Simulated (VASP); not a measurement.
Input of a VASP 6.6.1 run:

File INCAR:

```
PREC = Accurate ; ENCUT = 520
EDIFF = 1E-7 ; ISMEAR = 0
SIGMA = 0.15 ; LREAL = F
LASPH = T ; NELM = 60
ALGO = Normal ; ISIF = 2
LWAVE = F ; LCHARG = T
GGA = PE ; LELF = T
LVHAR = T ; NBANDS = 36
```

The input KPOINTS:

```
Automatic mesh
0
Gamma
  10 10 10
```

POSCAR

```
CoSi
1.0
    4.0985353808      0.0000000000      0.0000000000
    0.0000000000      4.7631627398      0.0000000000
    0.0000000000      0.0000000000      4.4308490603
Co Si
4 4
Direct
    0.1450189116      0.1450189116      0.1450189116
    0.3549810884      0.8549810884      0.6450189116
    0.6450189116      0.3549810884      0.8549810884
    0.8549810884      0.6450189116      0.3549810884
    0.8431597103      0.8431597103      0.8431597103
    0.6568402897      0.1568402897      0.3431597103
    0.3431597103      0.6568402897      0.1568402897
    0.1568402897      0.3431597103      0.6568402897
```

Potentials or basis: VASP PAW PBE potentials, release 64 (Co, Si).

The run is started by

```console
$ cat potpaw_PBE.64/Co/POTCAR potpaw_PBE.64/Si/POTCAR > POTCAR
$ mpirun -np 1 vasp_std > vasp.out
```

Problem. What does it give for the band gap on the k mesh?

Solution. Zero (band 26 reaches 12.17 eV, above the bottom of band 27 at 11.92 eV).

Problem. Predict the pressure.

Solution. 5.6 GPa.

Forces on the atoms (eV/Å):
```
Co   0.176 -0.210 -0.132
Co  -0.176  0.210 -0.132
Co   0.176  0.210  0.132
Co  -0.176 -0.210  0.132
Si   0.242 -0.130  0.316
Si  -0.242  0.130  0.316
Si   0.242  0.130 -0.316
Si  -0.242 -0.130 -0.316
```

Caveat: the cell differs from its parent crystal (strain -0.0750 x Voigt [1, -1, 0, 0, 0, 0]). Spin polarisation is off, so any magnetic state and its effect on volume and gap are missing.
